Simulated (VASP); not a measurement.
Write the native input for VASP 6.6.1 that does the following.

```yaml
Task: single point
Functional: r2SCAN
Potentials_or_basis: VASP PAW PBE potentials, release 64 (Ca_sv, O)
Cutoff: 520 eV
k_mesh: 10 × 10 × 10
Occupations: gaussian, width 0.01 eV
Spin: no spin polarisation
Dipole_correction: no
Further_INCAR_settings: ALGO = Normal; EDIFF = 1e-07; NBANDS = 15
```

CaO:

```
Ca O
1.0
     0.00000    2.42560    2.42560
     2.42560    0.00000    2.42560
     2.42560    2.42560    0.00000
Ca O
1 1
Direct
  0.00000 0.00000 0.00000
  0.50000 0.50000 0.50000
```

This cell differs from its parent crystal: strain +1.2%.

The input as run:

POSCAR

```
CaO
1.0
    0.0000000000      2.4255986946      2.4255986946
    2.4255986946      0.0000000000      2.4255986946
    2.4255986946      2.4255986946      0.0000000000
Ca O
1 1
Direct
    0.0000000000      0.0000000000      0.0000000000
    0.5000000000      0.5000000000      0.5000000000
```

INCAR.step1

```
SYSTEM = CaO
PREC     = Accurate       ! precision mode
ENCUT    = 520            ! plane-wave cutoff, eV
ISMEAR   = 0              ! smearing method
SIGMA    = 0.01           ! smearing width, eV
LREAL    = .FALSE.        ! projectors in reciprocal space
LASPH    = .TRUE.         ! aspherical terms in the spheres
NELM     = 100            ! most SCF steps
NBANDS   = 15             ! bands
GGA      = PE             ! functional
ALGO     = Normal         ! electronic algorithm
EDIFF    = 1E-4           ! SCF threshold, eV
LWAVE    = .TRUE.         ! write WAVECAR
LCHARG   = .FALSE.        ! write CHGCAR
```

INCAR.step2

```
SYSTEM = CaO
PREC     = Accurate       ! precision mode
ENCUT    = 520            ! plane-wave cutoff, eV
EDIFF    = 1E-7           ! SCF threshold, eV
ISMEAR   = 0              ! smearing method
SIGMA    = 0.01           ! smearing width, eV
LREAL    = .FALSE.        ! projectors in reciprocal space
LASPH    = .TRUE.         ! aspherical terms in the spheres
NELM     = 100            ! most SCF steps
ALGO     = Normal         ! electronic algorithm
ISIF     = 2              ! what is computed and relaxed
LWAVE    = .FALSE.        ! write WAVECAR
LCHARG   = .FALSE.        ! write CHGCAR
METAGGA  = R2SCAN         ! meta-GGA
LMIXTAU  = .TRUE.       
NBANDS   = 15             ! bands
ISTART   = 1
```

KPOINTS

```
regular mesh
0
G
  10 10 10
  0 0 0
```

Potentials or basis: VASP PAW PBE potentials, release 64 (Ca_sv, O).

Command:

```sh
$ cat potpaw_PBE.64/Ca_sv/POTCAR potpaw_PBE.64/O/POTCAR > POTCAR
$ cp INCAR.step1 INCAR
$ mpirun -np 1 vasp_std > vasp.out
$ cp INCAR.step2 INCAR
$ mpirun -np 1 vasp_std > vasp.out
```

It gave:

The pressure is -2.9 GPa and the band gap on the k mesh is 4.19 eV (least direct gap 4.57 eV).

Caveat: the cell differs from its parent crystal (strain +1.2%); the PAW data sets were made with another functional, which shifts forces and pressure a little.

It took 66 s on 1 thread of Intel(R) Xeon(R) Platinum 8488C (Sapphire Rapids) (shared host), peak memory 0.17 GiB.
